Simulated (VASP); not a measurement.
# InSb (F-43m) in VASP: settings compared, part 2 of 2

VASP 6.6.1. Earlier steps stand in the parts before.

**3. Single point, r2SCAN, non-collinear spin, zero start, spin-orbit coupling (strain +3.0%)**

File POSCAR:

```
InSb
1.0
    0.0000000000      3.3778984081      3.3778984081
    3.3778984081      0.0000000000      3.3778984081
    3.3778984081      3.3778984081      0.0000000000
In Sb
1 1
Direct
    0.0000000000      0.0000000000      0.0000000000
    0.2500000000      0.2500000000      0.2500000000
```

File INCAR.step1:

```
ALGO = Normal ; EDIFF = 1E-4
ENCUT = 520 ; GGA = PE
GGA_COMPAT = False ; ISMEAR = -1
LASPH = True ; LCHARG = False
LNONCOLLINEAR = True ; LREAL = False
LSORBIT = True ; LWAVE = True
MAGMOM = 0 0 0 0 0 0 ; NBANDS = 30
NELM = 150 ; PREC = Accurate
SIGMA = 0.02
```

File INCAR.step2:

```
ALGO = Normal ; EDIFF = 1E-6
ENCUT = 520 ; GGA_COMPAT = False
ISIF = 2 ; ISMEAR = -1
ISTART = 1 ; LASPH = True
LCHARG = False ; LMIXTAU = True
LNONCOLLINEAR = True ; LORBIT = 11
LORBMOM = True ; LREAL = False
LSORBIT = True ; LWAVE = False
MAGMOM = 0 0 0 0 0 0 ; METAGGA = R2SCAN
NBANDS = 30 ; NELM = 150
PREC = Accurate ; SIGMA = 0.02
```

File KPOINTS:

```
k-points
0
Gamma
  6 6 6
```

Potentials or basis: VASP PAW PBE potentials, release 64 (In_d, Sb).

On the command line:

```bash
cat potpaw_PBE.64/In_d/POTCAR potpaw_PBE.64/Sb/POTCAR > POTCAR
cp INCAR.step1 INCAR
mpirun -np 1 vasp_ncl > vasp.out
cp INCAR.step2 INCAR
mpirun -np 1 vasp_ncl > vasp.out
```

OUTCAR:

```text
EDIFF = 1E-6
   ENCUT = 520
   ISIF = 2
   ISMEAR = -1
   ISTART = 1
   LASPH = True
   LNONCOLLINEAR = True
   LORBIT = 11
   LREAL = False
   LSORBIT = True
   METAGGA = R2SCAN
   NELM = 150
   PREC = Accurate

 ion  position               nearest neighbor table
   1  0.000  0.000  0.000-   2 2.93   2 2.93   2 2.93   2 2.93
   2  0.250  0.250  0.250-   1 2.93   1 2.93   1 2.93   1 2.93

  LATTYP: Found a face centered cubic cell.
 ALAT       =     6.7557968162

  Lattice vectors:

 A1 = (   0.0000000000,   3.3778984081,   3.3778984081)
 A2 = (   3.3778984081,   0.0000000000,   3.3778984081)
 A3 = (   3.3778984081,   3.3778984081,   0.0000000000)

Analysis of symmetry for initial positions (statically):
=====================================================================
 Subroutine PRICEL returns:
 Original cell was already a primitive cell.

 Routine SETGRP: Setting up the symmetry group for a
 face centered cubic supercell.

 Subroutine GETGRP returns: Found 24 space group operations
 (whereof 24 operations were pure point group operations)
 out of a pool of 48 trial point group operations.

The static configuration has the point symmetry T_d .

Analysis of symmetry for dynamics (positions and initial velocities):
=====================================================================
 Subroutine PRICEL returns:
 Original cell was already a primitive cell.

 Routine SETGRP: Setting up the symmetry group for a
 face centered cubic supercell.

 Subroutine GETGRP returns: Found 24 space group operations
 (whereof 24 operations were pure point group operations)
 out of a pool of 48 trial point group operations.

The dynamic configuration has the point symmetry T_d .

Analysis of structural, dynamic, and magnetic symmetry:
=====================================================================
 Subroutine PRICEL returns:
 Original cell was already a primitive cell.

 Routine SETGRP: Setting up the symmetry group for a
 face centered cubic supercell.

 Subroutine GETGRP returns: Found 24 space group operations
 (whereof 24 operations were pure point group operations)
 out of a pool of 48 trial point group operations.

The overall configuration has the point symmetry T_d .

 Subroutine INISYM returns: Found 24 space group operations
 (whereof 24 operations are pure point group operations),
 and found     1 'primitive' translations

----------------------------------------------------------------------------------------

                                     Primitive cell

  volume of cell :      77.0850

  direct lattice vectors                    reciprocal lattice vectors
     0.000000000  3.377898408  3.377898408    -0.148021030  0.148021030  0.148021030
     3.377898408  0.000000000  3.377898408     0.148021030 -0.148021030  0.148021030
     3.377898408  3.377898408  0.000000000     0.148021030  0.148021030 -0.148021030

  length of vectors
     4.777069741  4.777069741  4.777069741     0.256379944  0.256379944  0.256379944

  position of ions in fractional coordinates (direct lattice)
     0.000000000  0.000000000  0.000000000
[... 862 lines left out ...]
  --------------------------------------------------------------------------------------
  -------------------------------------------------------------------------------------
  Total       -1.4857818     -1.4857818     -1.4857818     -0.0000000      0.0000000     -0.0000000
  in kB      -30.8813219    -30.8813219    -30.8813219     -0.0000000      0.0000000     -0.0000000
  external PRESSURE =     -30.8813219 kB  Pullay stress =       0.0000000 kB

 VOLUME and BASIS-vectors are now :
 -----------------------------------------------------------------------------
  energy-cutoff  :      520.00
  volume of cell :       77.08
      direct lattice vectors                 reciprocal lattice vectors
     0.000000000  3.377898408  3.377898408    -0.148021030  0.148021030  0.148021030
     3.377898408  0.000000000  3.377898408     0.148021030 -0.148021030  0.148021030
     3.377898408  3.377898408  0.000000000     0.148021030  0.148021030 -0.148021030

 POSITION                                       TOTAL-FORCE (eV/Angst)
 -----------------------------------------------------------------------------------
      0.00000      0.00000      0.00000         0.000000     -0.000000      0.000000
      1.68895      1.68895      1.68895        -0.000000      0.000000     -0.000000
 -----------------------------------------------------------------------------------
    total drift:                               -0.000000     -0.000000     -0.000000

  FREE ENERGIE OF THE ION-ELECTRON SYSTEM (eV)
  ---------------------------------------------------
  free  energy   TOTEN  =       -48.7784354917 eV

  energy  without entropy=      -48.7781787572  energy(sigma->0) =      -48.77830712

 orbital moment (x)

 # of ion     p       d       tot
 ----------------------------------------
  1         0.000  -0.000   0.000
  2        -0.000   0.000  -0.000
 ----------------------------------------
            0.000  -0.000   0.000

 orbital moment (y)

 # of ion     p       d       tot
 ----------------------------------------
  1         0.000   0.000   0.000
  2         0.000   0.000   0.000
 ----------------------------------------
            0.000   0.000   0.000

 orbital moment (z)

 # of ion     p       d       tot
 ----------------------------------------
  1         0.000  -0.000  -0.000
  2         0.000  -0.000  -0.000
 ----------------------------------------
            0.000  -0.000  -0.000

 Spin-Orbit-Coupling matrix elements

 Ion:    1  E_soc:     -0.0683104
 l=   1
     0.0000000    -0.0052309    -0.0052309
    -0.0052309     0.0000000    -0.0052309
    -0.0052309    -0.0052309     0.0000000
 l=   2
     0.0000000    -0.0012156     0.0000000    -0.0012156    -0.0049386
    -0.0012156     0.0000000    -0.0037039    -0.0012156    -0.0012346
     0.0000000    -0.0037039     0.0000000    -0.0037039     0.0000000
    -0.0012156    -0.0012156    -0.0037039     0.0000000    -0.0012346
    -0.0049386    -0.0012346     0.0000000    -0.0012346     0.0000000
 l=   3
     0.0000000     0.0000000     0.0000000     0.0000000     0.0000000     0.0000000     0.0000000
     0.0000000     0.0000000     0.0000000     0.0000000     0.0000000     0.0000000     0.0000000
     0.0000000     0.0000000     0.0000000     0.0000000     0.0000000     0.0000000     0.0000000
     0.0000000     0.0000000     0.0000000     0.0000000     0.0000000     0.0000000     0.0000000
     0.0000000     0.0000000     0.0000000     0.0000000     0.0000000     0.0000000     0.0000000
     0.0000000     0.0000000     0.0000000     0.0000000     0.0000000     0.0000000     0.0000000
     0.0000000     0.0000000     0.0000000     0.0000000     0.0000000     0.0000000     0.0000000

 Ion:    2  E_soc:     -0.1270290
 l=   1
     0.0000000    -0.0210991    -0.0210991
    -0.0210991     0.0000000    -0.0210991
    -0.0210991    -0.0210991     0.0000000
 l=   2
     0.0000000    -0.0000305     0.0000000    -0.0000305    -0.0000420
    -0.0000305     0.0000000    -0.0000315    -0.0000305    -0.0000105
     0.0000000    -0.0000315     0.0000000    -0.0000315     0.0000000
    -0.0000305    -0.0000305    -0.0000315     0.0000000    -0.0000105
    -0.0000420    -0.0000105     0.0000000    -0.0000105     0.0000000
 l=   3
     0.0000000     0.0000000     0.0000000     0.0000000     0.0000000     0.0000000     0.0000000
     0.0000000     0.0000000     0.0000000     0.0000000     0.0000000     0.0000000     0.0000000
     0.0000000     0.0000000     0.0000000     0.0000000     0.0000000     0.0000000     0.0000000
     0.0000000     0.0000000     0.0000000     0.0000000     0.0000000     0.0000000     0.0000000
     0.0000000     0.0000000     0.0000000     0.0000000     0.0000000     0.0000000     0.0000000
     0.0000000     0.0000000     0.0000000     0.0000000     0.0000000     0.0000000     0.0000000
     0.0000000     0.0000000     0.0000000     0.0000000     0.0000000     0.0000000     0.0000000

 total charge

# of ion       s       p       d       tot
------------------------------------------
    1        0.865   0.640   9.856  11.361
    2        1.121   1.288   0.015   2.425
--------------------------------------------------
tot          1.986   1.928   9.872  13.786

 magnetization (x)

# of ion       s       p       d       tot
------------------------------------------
    1        0.000  -0.000   0.000   0.000
    2        0.000  -0.000  -0.000  -0.000
--------------------------------------------------
tot          0.000  -0.000   0.000   0.000

 magnetization (y)

# of ion       s       p       d       tot
------------------------------------------
    1       -0.000   0.000   0.000  -0.000
    2        0.000  -0.000   0.000  -0.000
--------------------------------------------------
tot         -0.000  -0.000   0.000  -0.000

 magnetization (z)

# of ion       s       p       d       tot
------------------------------------------
    1        0.000  -0.000   0.000  -0.000
    2       -0.000  -0.000   0.000  -0.000
--------------------------------------------------
tot          0.000  -0.000   0.000  -0.000
```

Run time: 3.6 min. Hardware: 1 thread of Intel Xeon 6975P-C (Granite Rapids), shared host; peak memory 0.5 GiB.

What came out:

| Item | Value |
| --- | --- |
| Free energy | -48.7784 eV |
| Pressure | -3.1 GPa |
| Net moment | 0.00 μB per cell |
| Valence electrons inside the program's atomic spheres | In 11.36; Sb 2.42 |

Moments on the atoms (μB; x, y, z):
```
In  0.00 0.00 0.00
Sb  0.00 0.00 0.00
```

Caveat: the cell differs from its parent crystal (strain +3.0%); the cell stands under tension; the PAW data sets were made with another functional, which shifts forces and pressure a little.

**4. Single point, HSE06 (strain -4.0%)**

File POSCAR:

```
InSb
1.0
    0.0000000000      3.1483324968      3.1483324968
    3.1483324968      0.0000000000      3.1483324968
    3.1483324968      3.1483324968      0.0000000000
In Sb
1 1
Direct
    0.0000000000      0.0000000000      0.0000000000
    0.2500000000      0.2500000000      0.2500000000
```

File INCAR.step1:

```
  ALGO = Normal
  EDIFF = 1E-5
  ENCUT = 520
  GGA = PE
  ISIF = 2
  ISMEAR = 0
  LASPH = T
  LREAL = F
  LWAVE = T
  NBANDS = 16
  NELM = 80
  PREC = Accurate
  SIGMA = 0.01
```

File INCAR.step2:

```
  ALGO = Normal
  EDIFF = 1E-7
  ENCUT = 520
  GGA = PE
  HFSCREEN = 0.2079
  ISIF = 2
  ISMEAR = 0
  ISTART = 1
  LASPH = T
  LCHARG = T
  LELF = T
  LHFCALC = T
  LREAL = F
  LVHAR = T
  LWAVE = F
  NBANDS = 16
  NELM = 80
  PREC = Accurate
  PRECFOCK = Normal
  SIGMA = 0.01
```

File KPOINTS:

```
k-points
0
Gamma
  4 4 4
```

On the command line:

```bash
cat potpaw_PBE.64/In_d/POTCAR potpaw_PBE.64/Sb/POTCAR > POTCAR
cp INCAR.step1 INCAR
mpirun -np 1 vasp_std > vasp.out
cp INCAR.step2 INCAR
mpirun -np 1 vasp_std > vasp.out
```

It took 11 min on 1 thread of Intel Xeon 6975P-C (Granite Rapids), shared host; peak memory 0.32 GiB.

The run converged. Its results:

```
Free energy            : -8.2067 eV
Pressure               : 6.5 GPa
Band gap on the k mesh : 1.14 eV
```

Levels at points of the mesh, in eV from the valence-band top:
| k point | band 5 | band 6 | band 7 | band 8 | band 9 | band 10 | band 11 | band 12 | band 13 | band 14 |
| --- | --- | --- | --- | --- | --- | --- | --- | --- | --- | --- |
| (0.00, 0.00, 0.00) | -16.45 | -12.33 | 0.00 | 0.00 | 0.00 | 1.14 | 3.63 | 3.63 | 3.63 | 6.72 |
| (0.50, 0.00, 0.00) | -16.45 | -10.56 | -6.54 | -1.23 | -1.23 | 1.39 | 4.53 | 4.53 | 6.84 | 9.83 |
| (0.50, 0.50, 0.00) | -16.44 | -9.76 | -6.81 | -2.77 | -2.77 | 1.75 | 1.88 | 9.85 | 9.85 | 10.56 |

Caveat: the k points lie up to 0.43 Å⁻¹ apart; the cell differs from its parent crystal (strain -4.0%); the PAW data sets were made with another functional, which shifts forces and pressure a little; spin-orbit coupling is left out, which moves the levels of the heavy elements.

**5. Single point, r2SCAN, non-collinear spin, zero start, spin-orbit coupling (strain +4.0%)**

File POSCAR:

```
InSb
1.0
    0.0000000000      3.4106935382      3.4106935382
    3.4106935382      0.0000000000      3.4106935382
    3.4106935382      3.4106935382      0.0000000000
In Sb
1 1
Direct
    0.0000000000      0.0000000000      0.0000000000
    0.2500000000      0.2500000000      0.2500000000
```

File INCAR.step1:

```
SYSTEM = InSb
  PREC = Accurate
  ENCUT = 520
  ISMEAR = -1
  SIGMA = 0.02
  LREAL = .False.
  LASPH = .True.
  NELM = 150
  LNONCOLLINEAR = .True.
  MAGMOM = 0 0 0 0 0 0
  LSORBIT = .True.
  GGA_COMPAT = .False.
  NBANDS = 30
  GGA = PE
  ALGO = Normal
  EDIFF = 1E-4
  LWAVE = .True.
  LCHARG = .False.
```

File INCAR.step2:

```
SYSTEM = InSb
  PREC = Accurate
  ENCUT = 520
  EDIFF = 1E-7
  ISMEAR = -1
  SIGMA = 0.02
  LREAL = .False.
  LASPH = .True.
  NELM = 150
  ALGO = Normal
  ISIF = 2
  LWAVE = .False.
  LCHARG = .False.
  LNONCOLLINEAR = .True.
  MAGMOM = 0 0 0 0 0 0
  LORBIT = 11
  LSORBIT = .True.
  GGA_COMPAT = .False.
  LORBMOM = .True.
  METAGGA = R2SCAN
  LMIXTAU = .True.
  NBANDS = 30
  ISTART = 1
```

File KPOINTS:

```
regular mesh
0
Gamma
  6 6 6
  0 0 0
```

On the command line:

```bash
cat potpaw_PBE.64/In_d/POTCAR potpaw_PBE.64/Sb/POTCAR > POTCAR
cp INCAR.step1 INCAR
mpirun -np 1 vasp_ncl > vasp.out
cp INCAR.step2 INCAR
mpirun -np 1 vasp_ncl > vasp.out
```

Run time: 5.1 min. Hardware: 1 thread of Intel Xeon 6975P-C (Granite Rapids), shared host; peak memory 0.5 GiB.

Results (log left out):

| Quantity | Value |
| --- | --- |
| Free energy | -48.7300 eV |
| Pressure | -3.8 GPa |
| Net moment | 0.00 μB per cell |
| Valence electrons inside the program's atomic spheres | In 11.34; Sb 2.41 |

Moments on the atoms (μB; x, y, z):
```
In  0.00 0.00 0.00
Sb  0.00 0.00 0.00
```

Caveat: the cell differs from its parent crystal (strain +4.0%); the cell stands under tension; the PAW data sets were made with another functional, which shifts forces and pressure a little.

**6. Overview**

| level | spin | cell | k mesh | smearing | grid for exact exchange (PRECFOCK) | share of exact exchange | screening parameter | pressure (GPa) | moment (μB) |
| --- | --- | --- | --- | --- | --- | --- | --- | --- | --- |
| r2SCAN | non-collinear, zero start, SOC | a = 4.731 Å, angles 60.0°, 2 atoms | 6 × 6 × 6 | fermi-dirac 0.02 eV | - | - | - | -2.2 | 0.00 |
| r2SCAN | non-collinear, zero start, SOC | a = 4.777 Å, angles 60.0°, 2 atoms | 6 × 6 × 6 | fermi-dirac 0.02 eV | - | - | - | -3.1 | 0.00 |
| HSE06 | off | a = 4.452 Å, angles 60.0°, 2 atoms | 4 × 4 × 4 | gaussian 0.01 eV | Normal | 0.25 | 0.2079 1/Å | 6.5 | - |
| r2SCAN | non-collinear, zero start, SOC | a = 4.823 Å, angles 60.0°, 2 atoms | 6 × 6 × 6 | fermi-dirac 0.02 eV | - | - | - | -3.8 | 0.00 |

Alike in all rows: task single point; potentials or basis VASP PAW PBE potentials, release 64 (In_d, Sb); cutoff (eV) 520.

Caveats: some runs use coarse meshes; the PAW data sets were made with another functional, which shifts forces and pressure a little; the cell stands under tension (at least some runs); spin-orbit coupling is left out, which moves the levels of the heavy elements (at least some runs).

Total energies depend on the potentials used, so only differences within one code and one set of settings carry meaning.
